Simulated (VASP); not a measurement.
Here is a VASP 6.6.1 calculation.

File INCAR:

```
SYSTEM = AlN
PREC     = Accurate       ! precision mode
ENCUT    = 520            ! plane-wave cutoff, eV
EDIFF    = 1E-6           ! SCF threshold, eV
ISMEAR   = -1             ! smearing method
SIGMA    = 0.02           ! smearing width, eV
LREAL    = .FALSE.        ! projectors in reciprocal space
LASPH    = .TRUE.         ! aspherical terms in the spheres
NELM     = 80             ! most SCF steps
ALGO     = Normal         ! electronic algorithm
ISIF     = 2              ! what is computed and relaxed
LWAVE    = .FALSE.        ! write WAVECAR
LCHARG   = .FALSE.        ! write CHGCAR
NBANDS   = 11             ! bands
```

The input KPOINTS:

```
regular mesh
0
G
  10 10 10
  0 0 0
```

The input POSCAR:

```
AlN
1.0
    0.0197800000      1.9878900000      1.9878900000
    1.9878900000      0.0197800000      1.9878900000
    1.9878900000      1.9878900000      0.0197800000
Al N
1 1
Direct
    0.0000000000      0.0000000000      0.0000000000
    0.5000000000      0.5000000000      0.5000000000
```

Potentials or basis: VASP PAW LDA potentials, release 64 (Al, N).

Run with:

```sh
$ cat potpaw_LDA.64/Al/POTCAR potpaw_LDA.64/N/POTCAR > POTCAR
$ mpirun -np 1 vasp_std > vasp.out
```

(1) Predict the band gap on the k mesh.

(2) Estimate the pressure.

## Answers

(1) 4.84 eV, indirect (least direct gap 6.66 eV).

(2) 13.3 GPa.

Caveat: the cell differs from its parent crystal (equal xy, yz and zx shear strains of +1 %).
